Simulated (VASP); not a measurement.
BaTaH4:

```
Ba Ta H
1.0
     3.26658    0.00000    0.00000
     0.00000    3.83456    0.00000
     0.00000    0.00000    6.06152
Ba Ta H
1 1 4
Direct
  0.00000 0.00000 0.96030
  0.50000 0.00000 0.55092
  0.00000 0.50000 0.68112
  0.50000 0.50000 0.11963
  0.50000 0.50000 0.79532
  0.00000 0.50000 0.39270
```

| Item | Value |
| --- | --- |
| Program | VASP 6.6.1 |
| Task | relaxation of cell and atoms |
| Functional | PBE |
| Potentials or basis | VASP PAW PBE potentials, release 64 (Ba_sv, Ta_sv_GW, H) |
| Cutoff | 500 eV |
| k mesh | 6 × 4 × 4 |
| Occupations | gaussian, width 0.1 eV |
| Spin | no spin polarisation |

At the start: pressure -2.8 GPa; volume 12.65 Å³/atom.

Where does the relaxation end?

Over 18 steps the energy falls by 483.6 meV/atom and the volume is 11.52 Å³/atom (-9.0 %); space group Pmm2 (No. 25, to 0.1 Å) before and after.

Step by step:
```tsv
step	energy change (eV)	largest force (eV/Å)	pressure (GPa)	volume (Å³)
1	0.0000	4.3251	-2.81	75.93
2	-1.7063	1.0317	-5.58	73.20
3	-2.0468	1.3123	-5.03	71.55
4	-2.1092	1.7218	-4.14	70.67
5	-2.4918	1.5646	0.53	66.64
6	-2.5472	1.4016	3.86	64.75
7	-2.7768	0.4500	2.63	66.35
8	-2.8187	0.3829	2.45	67.35
9	-2.8564	0.2379	-0.99	69.92
10	-2.8564	0.2376	-1.01	69.94
11	-2.8743	0.1905	-0.59	69.66
12	-2.8887	0.1752	0.42	69.07
13	-2.8940	0.1198	-0.13	69.54
14	-2.8957	0.0663	-0.64	69.99
15	-2.8991	0.0954	-0.03	69.42
16	-2.8992	0.1141	0.13	69.30
17	-2.9013	0.0439	-0.06	69.17
18	-2.9015	0.0335	-0.14	69.09
```

Final structure:
```
CELL_PARAMETERS angstrom
3.25609 0.00000 0.00000
0.00000 3.07474 0.00000
0.00000 0.00000 6.90126
ATOMIC_POSITIONS crystal
Ba 0.00000 0.00000 0.03298
Ta 0.50000 0.00000 0.55290
H 0.00000 0.50000 0.62192
H 0.50000 0.50000 0.15054
H 0.50000 0.50000 0.74591
H 0.00000 0.50000 0.39576
```

Caveat: the k points lie up to 0.51 Å⁻¹ apart in the final cell, too coarse for converged energies and pressures of a metal; a cell axis changed by over 15 % at a fixed basis, so the end point is rough; an odd number of electrons without spin polarisation forces a metal; a magnetic or distorted state may lie lower.
